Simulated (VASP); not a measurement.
# Zr2HS4 in VASP: a series of runs, part 2 of 2

VASP 6.6.1.

## 4. Single point, PBE+D3(BJ)

Contents of INCAR:

```
PREC = Accurate ; ENCUT = 400
EDIFF = 1E-6 ; ISMEAR = 0
SIGMA = 0.05 ; LREAL = F
LASPH = T ; NELM = 120
ALGO = Normal ; ISIF = 2
LWAVE = F ; LCHARG = F
LDIPOL = T ; IDIPOL = 3
DIPOL = 0.5 0.5 0.283 ; GGA = PE
IVDW = 12 ; NBANDS = 62
GGA_COMPAT = F ; NELMDL = -8
```

Contents of KPOINTS:

```
Automatic mesh
0
Gamma
  6 6 1
```

Contents of POSCAR:

```
Zr2HS4
1.0
    7.2976778227      0.0000000000      0.0000000000
   -3.6488389114      6.3199743831      0.0000000000
    0.0000000000      0.0000000000     20.9171506047
S Zr H
8 4 2
Direct
    0.3333333333      0.1666666667      0.1912306354
    0.3333333333      0.6666666667      0.1912306354
    0.8333333333      0.1666666667      0.1912306354
    0.8333333333      0.6666666667      0.1912306354
    0.1666666667      0.3333333333      0.3306927762
    0.1666666667      0.8333333333      0.3306927762
    0.6666666667      0.3333333333      0.3306927762
    0.6666666667      0.8333333333      0.3306927762
    0.0000000000      0.0000000000      0.2609617058
    0.0000000000      0.5000000000      0.2609617058
    0.5000000000      0.0000000000      0.2609617058
    0.5000000000      0.5000000000      0.2609617058
    0.2866163718      0.7133836282      0.4134000260
    0.3800502948      0.6199497052      0.4134000260
```

Potentials or basis: VASP PAW PBE potentials, release 64 (S, Zr_sv, H).

Started as:

```sh
$ cat potpaw_PBE.64/S/POTCAR potpaw_PBE.64/Zr_sv/POTCAR potpaw_PBE.64/H/POTCAR > POTCAR
$ mpirun -np 1 vasp_std > vasp.out
```

OUTCAR:

```text
PREC = Accurate
   ENCUT = 400
   EDIFF = 1E-6
   ISMEAR = 0
   LREAL = F
   LASPH = T
   NELM = 120
   ISIF = 2
   GGA = PE
   IVDW = 12
   NELMDL = -8
 IVDW          = 12

 ion  position               nearest neighbor table
   1  0.333  0.167  0.191-   9 2.56  12 2.56  11 2.56
   2  0.333  0.667  0.191-  10 2.56  11 2.56  12 2.56
   3  0.833  0.167  0.191-  11 2.56  10 2.56   9 2.56
   4  0.833  0.667  0.191-  12 2.56   9 2.56  10 2.56
   5  0.167  0.333  0.331-  12 2.56   9 2.56  10 2.56
   6  0.167  0.833  0.331-  11 2.56  10 2.56   9 2.56
   7  0.667  0.333  0.331-  10 2.56  11 2.56  12 2.56
   8  0.667  0.833  0.331-   9 2.56  12 2.56  11 2.56
   9  0.000  0.000  0.261-   1 2.56   8 2.56   5 2.56   4 2.56   6 2.56   3 2.56  12 3.65  12 3.65
                            11 3.65  11 3.65  10 3.65  10 3.65
  10  0.000  0.500  0.261-   2 2.56   7 2.56   6 2.56   3 2.56   4 2.56   5 2.56  11 3.65  11 3.65
                            12 3.65  12 3.65   9 3.65   9 3.65
  11  0.500  0.000  0.261-   3 2.56   6 2.56   2 2.56   7 2.56   1 2.56   8 2.56  10 3.65  10 3.65
                             9 3.65   9 3.65  12 3.65  12 3.65
  12  0.500  0.500  0.261-   4 2.56   5 2.56   1 2.56   8 2.56   7 2.56   2 2.56   9 3.65   9 3.65
                            10 3.65  10 3.65  11 3.65  11 3.65
  13  0.287  0.713  0.413-
  14  0.380  0.620  0.413-

  LATTYP: Found a hexagonal cell.
 ALAT       =     7.2976778227
 C/A-ratio  =     2.8662748771

  Lattice vectors:

 A1 = (   7.2976778227,   0.0000000000,   0.0000000000)
 A2 = (  -3.6488389114,   6.3199743831,   0.0000000000)
 A3 = (   0.0000000000,   0.0000000000,  20.9171506047)

Analysis of symmetry for initial positions (statically):
=====================================================================
 Subroutine PRICEL returns:
 Original cell was already a primitive cell.
[... 173 lines left out ...]

 number of electron      98.0000015 magnetization

 dipolmoment           0.000000      0.000000      0.015702 electrons x Angstroem

 Free energy of the ion-electron system (eV)
  ---------------------------------------------------
  ext. energy  EPLUGINS =         0.00000000
  ---------------------------------------------------
  free energy    TOTEN  =       -90.84300395 eV

  energy without entropy =      -90.84300395  energy(sigma->0) =      -90.84300395

 E-fermi :  -3.0357     XC(G=0):  -3.2802

 val. band max:       -3.3203845592   @ k =   0.0000   0.0000   0.0000
 cond. band min:      -2.2175574078   @ k =   0.0000   0.0000   0.0000
 fundamental gap:      1.1028271514
 Fermi energy:        -3.0356674355

 k-point     1 :       0.0000    0.0000    0.0000
  band No.  band energies     occupation
      1     -52.1433      2.00000
      2     -52.1256      2.00000
      3     -52.1204      2.00000
      4     -52.1197      2.00000
      5     -30.3290      2.00000
      6     -30.3262      2.00000
[... 821 lines left out ...]
     60       0.2580      0.00000
     61       0.2904      0.00000
 [bands above 61 left out]

------------------------ aborting loop because EDIFF is reached ----------------------------------------

 vacuum level on the upper side and lower side of the slab       (xc-potential included)        -0.066        -0.111

 Edisp (eV)   -3.13651

 E8    (eV) :    -1.3937

  FORCE on cell =-STRESS in cart. coord.  units (eV):
  Direction    XX          YY          ZZ          XY          YZ          ZX
  --------------------------------------------------------------------------------------
  -------------------------------------------------------------------------------------
  Total      -4.10105    -1.44360     0.62735     2.30142     0.15466    -0.26789
  in kB      -6.81088    -2.39747     1.04189     3.82212     0.25686    -0.44489
  external pressure =       -2.72 kB  Pullay stress =        0.00 kB

 VOLUME and BASIS-vectors are now :
 -----------------------------------------------------------------------------
  energy-cutoff  :      400.00
  volume of cell :      964.72
      direct lattice vectors                 reciprocal lattice vectors
     7.297677823  0.000000000  0.000000000     0.137029891  0.079114245  0.000000000
    -3.648838911  6.319974383  0.000000000     0.000000000  0.158228489  0.000000000
     0.000000000  0.000000000 20.917150605     0.000000000  0.000000000  0.047807659

 POSITION                                       TOTAL-FORCE (eV/Angst)
 -----------------------------------------------------------------------------------
      1.82442      1.05333      4.00000         0.001956      0.000143     -0.026140
     -0.00000      4.21332      4.00000        -0.012332      0.007120      0.027185
      5.47326      1.05333      4.00000         0.005764     -0.003328     -0.031415
      3.64884      4.21332      4.00000         0.000854     -0.001766     -0.026140
      0.00000      2.10666      6.91715        -0.019957     -0.060110     -0.094084
     -1.82442      5.26665      6.91715         0.042318     -0.024432      0.083657
      3.64884      2.10666      6.91715        -0.001633      0.000943      0.042607
      1.82442      5.26665      6.91715         0.042078      0.047338     -0.094084
      0.00000      0.00000      5.45858        -0.077592      0.044798     -0.050276
     -1.82442      3.15999      5.45858         0.057752     -0.057391     -0.030610
      3.64884      0.00000      5.45858         0.078578     -0.021319     -0.030610
      1.82442      3.15999      5.45858        -0.003280      0.001894     -0.058661
     -0.51139      4.50857      8.64715         3.636113     -2.099311      0.103378
      0.51139      3.91807      8.64715        -3.750620      2.165422      0.185191
 -----------------------------------------------------------------------------------
    total drift:                               -0.000004      0.000002      0.000661

  FREE ENERGIE OF THE ION-ELECTRON SYSTEM (eV)
  ---------------------------------------------------
  free  energy   TOTEN  =       -93.9795154097 eV

  energy  without entropy=      -93.9795154097  energy(sigma->0) =      -93.97951541

 vacuum level on the upper side and lower side of the slab         3.099         3.055
```

OSZICAR:

```text
N       E                     dE             d eps       ncg     rms          rms(c)
DAV:   1     0.804327544113E+03    0.80433E+03   -0.36654E+04  1964   0.100E+03
DAV:   2     0.148527198363E+02   -0.78947E+03   -0.77387E+03  2284   0.271E+02
DAV:   3    -0.913341185847E+02   -0.10619E+03   -0.10550E+03  2010   0.918E+01
[... 22 lines left out ...]
DAV:  26    -0.908429973932E+02   -0.10250E-04   -0.48039E-07  1276   0.116E-03    0.106E-03
DAV:  27    -0.908429991204E+02   -0.17272E-05   -0.58759E-08  1046   0.663E-04    0.566E-04
DAV:  28    -0.908430024071E+02   -0.32866E-05   -0.81312E-08  1140   0.566E-04    0.582E-04
DAV:  29    -0.908430036583E+02   -0.12512E-05   -0.40431E-08  1084   0.442E-04    0.154E-04
DAV:  30    -0.908430039470E+02   -0.28867E-06   -0.11326E-08  1022   0.263E-04
   1 F= -.93979515E+02 E0= -.93979515E+02  d E =-.127661E-16
```

Run time: 30 min. Hardware: 1 thread of AMD EPYC 9755, shared host; peak memory 0.83 GiB.

Results:

* Free energy: -93.9795 eV
* Largest force: 4.335 eV/Å
* Band gap on the k mesh: 1.10 eV
* Dispersion energy per atom: -0.224 eV

Forces in eV/Å, atoms in the order of the input:
```
S    0.002  0.000 -0.026
S   -0.012  0.007  0.027
S    0.006 -0.003 -0.031
S    0.001 -0.002 -0.026
S   -0.020 -0.060 -0.094
S    0.042 -0.024  0.084
S   -0.002  0.001  0.043
S    0.042  0.047 -0.094
Zr  -0.078  0.045 -0.050
Zr   0.058 -0.057 -0.031
Zr   0.079 -0.021 -0.031
Zr  -0.003  0.002 -0.059
H    3.636 -2.099  0.103
H   -3.751  2.165  0.185
```

## 5. Single point, PBE+D3(BJ)

Contents of INCAR:

```
SYSTEM = Zr2HS4
PREC     = Accurate       ! precision mode
ENCUT    = 400            ! plane-wave cutoff, eV
EDIFF    = 1E-6           ! SCF threshold, eV
ISMEAR   = 0              ! smearing method
SIGMA    = 0.05           ! smearing width, eV
LREAL    = .False.        ! projectors in reciprocal space
LASPH    = .True.         ! aspherical terms in the spheres
NELM     = 120            ! most SCF steps
ALGO     = Normal         ! electronic algorithm
ISIF     = 2              ! what is computed and relaxed
LWAVE    = .False.        ! write WAVECAR
LCHARG   = .False.        ! write CHGCAR
LDIPOL   = .True.       
IDIPOL   = 3            
DIPOL    = 0.5 0.5 0.274
GGA      = PE             ! functional
IVDW     = 12             ! dispersion correction
NBANDS   = 62             ! bands
GGA_COMPAT= .False.      
NELMDL   = -8
```

Contents of KPOINTS:

```
regular mesh
0
Gamma
  6 6 1
  0 0 0
```

Edit POSCAR of step 4 so:

```diff
@@ -20,3 +20,3 @@
     0.5000000000      0.5000000000      0.2609617058
-    0.2866163718      0.7133836282      0.4134000260
-    0.3800502948      0.6199497052      0.4134000260
+    0.3076212038      0.6923787962      0.3522062227
+    0.3590454629      0.6409545371      0.3522062227
```

Started as:

```sh
$ cat potpaw_PBE.64/S/POTCAR potpaw_PBE.64/Zr_sv/POTCAR potpaw_PBE.64/H/POTCAR > POTCAR
$ mpirun -np 1 vasp_std > vasp.out
```

Wall time 41 min (1 thread of Oxide Virtual Turin-like, shared host); peak memory 0.85 GiB.

It converged, with:

```yaml
Free_energy: -92.9853 eV
Largest_force: 4.596 eV/Å
Band_gap_on_the_k_mesh: 0.82 eV (least direct gap 0.89 eV)
Dispersion_energy_per_atom: -0.224 eV
```

Forces in eV/Å, atoms in the order of the input:
```
S    0.025  0.010  0.053
S   -0.006  0.004  0.056
S   -0.010  0.006  0.064
S    0.003 -0.027  0.053
S   -0.078 -1.283 -0.434
S   -1.167  0.674 -0.392
S    0.000  0.000  0.031
S    1.072  0.709 -0.434
Zr  -0.066  0.038 -0.241
Zr  -0.390 -0.310 -0.461
Zr   0.073  0.492 -0.461
Zr   0.384 -0.221 -0.441
H   -3.659  2.112  1.310
H    3.818 -2.205  1.296
```

Levels at points of the mesh, in eV from the valence-band top:
```tsv
k point	band 45	band 46	band 47	band 48	band 49	band 50	band 51	band 52	band 53	band 54
(0.00, 0.00, 0.00)	-1.22	-1.19	-0.32	-0.31	-0.08	0.82	0.84	0.85	1.42	1.44
(0.50, 0.00, 0.00)	-1.24	-1.10	-0.92	-0.81	-0.22	1.20	1.23	2.01	2.05	2.47
(0.50, 0.50, 0.00)	-1.19	-1.12	-0.90	-0.81	-0.27	1.21	1.23	2.02	2.04	2.47
```

## 6. Single point, PBE+D3(BJ)

Contents of INCAR:

```
SYSTEM = Zr2HS4
ALGO = Normal
DIPOL = 0.5 0.5 0.278
EDIFF = 1E-6
ENCUT = 400
GGA = PE
GGA_COMPAT = .FALSE.
IDIPOL = 3
ISIF = 2
ISMEAR = 0
IVDW = 12
LASPH = .TRUE.
LCHARG = .FALSE.
LDIPOL = .TRUE.
LREAL = .FALSE.
LWAVE = .FALSE.
NBANDS = 62
NELM = 120
NELMDL = -8
PREC = Accurate
SIGMA = 0.05
```

Contents of KPOINTS:

```
k-points
0
G
  6 6 1
  0 0 0
```

Edit POSCAR of step 5 so:

```diff
@@ -20,3 +20,3 @@
     0.5000000000      0.5000000000      0.2609617058
-    0.3076212038      0.6923787962      0.3522062227
-    0.3590454629      0.6409545371      0.3522062227
+    0.2741954354      0.7258045646      0.3828031244
+    0.3924712313      0.6075287687      0.3828031244
```

Potentials or basis: VASP PAW PBE potentials, release 64 (S, Zr_sv, H).

Started as:

```sh
$ cat potpaw_PBE.64/S/POTCAR potpaw_PBE.64/Zr_sv/POTCAR potpaw_PBE.64/H/POTCAR > POTCAR
$ mpirun -np 1 vasp_std > vasp.out
```

Wall time 22 min (1 thread of Oxide Virtual Turin-like, shared host); peak memory 0.85 GiB.

The run converged. Its results:

* Free energy: -92.6538 eV
* Largest force: 2.299 eV/Å
* Band gap on the k mesh: 0.31 eV (least direct gap 0.33 eV)
* Dispersion energy per atom: -0.225 eV

Forces on the atoms (eV/Å):
```
S   -0.104  0.064  0.051
S   -0.025  0.014  0.056
S    0.109 -0.063 -0.072
S   -0.107  0.058  0.051
S   -0.180  0.240  0.092
S    0.975 -0.563  0.781
S   -0.019  0.011  0.165
S   -0.298  0.036  0.092
Zr  -0.342  0.197 -0.366
Zr   0.024 -0.368 -0.485
Zr   0.331  0.164 -0.485
Zr   0.184 -0.106 -0.521
H    1.415 -0.817  0.265
H   -1.964  1.134  0.376
```

Levels at points of the mesh, in eV from the valence-band top:
| k point | band 46 | band 47 | band 48 | band 49 | band 50 | band 51 | band 52 | band 53 |
| --- | --- | --- | --- | --- | --- | --- | --- | --- |
| (0.00, 0.00, 0.00) | -1.73 | -0.88 | -0.86 | -0.02 | 0.31 | 0.32 | 0.64 | 0.94 |
| (0.50, 0.00, 0.00) | -1.63 | -1.56 | -1.31 | -0.27 | 0.73 | 0.76 | 1.48 | 1.53 |
| (0.50, 0.50, 0.00) | -1.66 | -1.48 | -1.36 | -0.38 | 0.66 | 0.74 | 1.44 | 1.54 |

## 7. The runs side by side

```tsv
cell	gap on the mesh (eV)	largest force (eV/Å)
as given, atomic positions A	none	1.80
as given, atomic positions B	0.56	1.36
as given, atomic positions C	1.10	4.33
as given, atomic positions D	0.82	4.60
as given, atomic positions E	0.31	2.30
```

Alike in all rows: task single point; level PBE+D3(BJ); potentials or basis VASP PAW PBE potentials, release 64 (S, Zr_sv, H); no spin polarisation; k mesh 6 × 6 × 1; cutoff (eV) 400; smearing gaussian 0.05 eV.

Absolute energies hang on the potentials; compare differences alone.

The gap in the log of VASP goes by the Fermi energy; the results here count the filled bands.